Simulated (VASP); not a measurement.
# CdS: single point with PBE

Crystal: CdS.

```
CELL_PARAMETERS angstrom
0.00000 2.96313 2.96313
2.96313 0.00000 2.96313
2.96313 2.96313 0.00000
ATOMIC_POSITIONS crystal
Cd 0.00000 0.00000 0.00000
S 0.75000 0.75000 0.75000
```

| Property | Result |
| --- | --- |
| Program | VASP 6.6.1 |
| Task | single point |
| Functional | PBE |
| Potentials or basis | VASP PAW PBE potentials, release 64 (Cd, S) |
| Cutoff | 520 eV |
| k mesh | 8 × 8 × 8 |
| Occupations | gaussian, width 0.02 eV |
| Spin | no spin polarisation |

```json
{
 "Pressure": "0.3 GPa",
 "Band gap on the k mesh": "1.04 eV, direct"
}
```

Levels at points of the mesh, in eV from the valence-band top:
| k point | band 5 | band 6 | band 7 | band 8 | band 9 | band 10 | band 11 | band 12 | band 13 | band 14 |
| --- | --- | --- | --- | --- | --- | --- | --- | --- | --- | --- |
| (0.00, 0.00, 0.00) | -7.15 | -7.15 | 0.00 | 0.00 | 0.00 | 1.04 | 6.55 | 6.55 | 6.55 | 11.18 |
| (0.50, 0.00, 0.00) | -7.12 | -6.81 | -4.12 | -0.69 | -0.69 | 2.94 | 7.01 | 7.01 | 7.33 | 10.94 |
| (0.50, 0.50, 0.00) | -7.08 | -6.75 | -3.75 | -1.72 | -1.72 | 3.63 | 4.28 | 9.04 | 10.50 | 10.50 |

Wall time 14 s on 1 thread of Intel(R) Xeon(R) Platinum 8488C (Sapphire Rapids), on a shared host, peak memory 0.18 GiB.
